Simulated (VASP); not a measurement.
Here is a VASP 6.6.1 calculation.

INCAR

```
PREC = Accurate
ENCUT = 520
EDIFF = 1E-7
ISMEAR = 0
SIGMA = 0.05
LREAL = False
LASPH = True
NELM = 100
ALGO = Normal
ISIF = 2
LWAVE = False
LCHARG = False
GGA = PS
NBANDS = 35
```

KPOINTS

```
regular mesh
0
Gamma
  10 10 2
```

POSCAR

```
MoS2
1.0
   -3.1414322132      0.0000000000      0.0000000000
   -1.5707161066     -2.7205601009      0.0000000000
   -1.9635522049     -1.1336573940     12.5788195080
Mo S
2 4
Direct
    0.2291583333      0.2291583333      0.2500000000
    0.3541416667      0.3541416667      0.7500000000
    0.0724566974      0.0724566974      0.6260538420
    0.6141400307      0.6141400307      0.1260538420
   -0.0308400307     -0.0308400307      0.8739461580
    0.5108433026      0.5108433026      0.3739461580
```

Potentials or basis: VASP PAW PBE potentials, release 64 (Mo_sv, S).

Command:

```sh
$ cat potpaw_PBE.64/Mo_sv/POTCAR potpaw_PBE.64/S/POTCAR > POTCAR
$ mpirun -np 1 vasp_std > vasp.out
```

Estimate the band gap on the k mesh.

1.04 eV (least direct gap 1.99 eV).

Predict the largest force.

0.070 eV/Å.

Estimate the pressure.

0.2 GPa.

Stress tensor (GPa, compression positive):
```
0.16 0.07 0.19
0.07 0.08 0.11
0.19 0.11 0.23
```

Caveat: the PAW data sets were made with another functional, which shifts forces and pressure a little; this functional lacks dispersion, which binds the layers, so the pressure and a relaxed spacing across them are unreliable. A k mesh can miss the band edges.
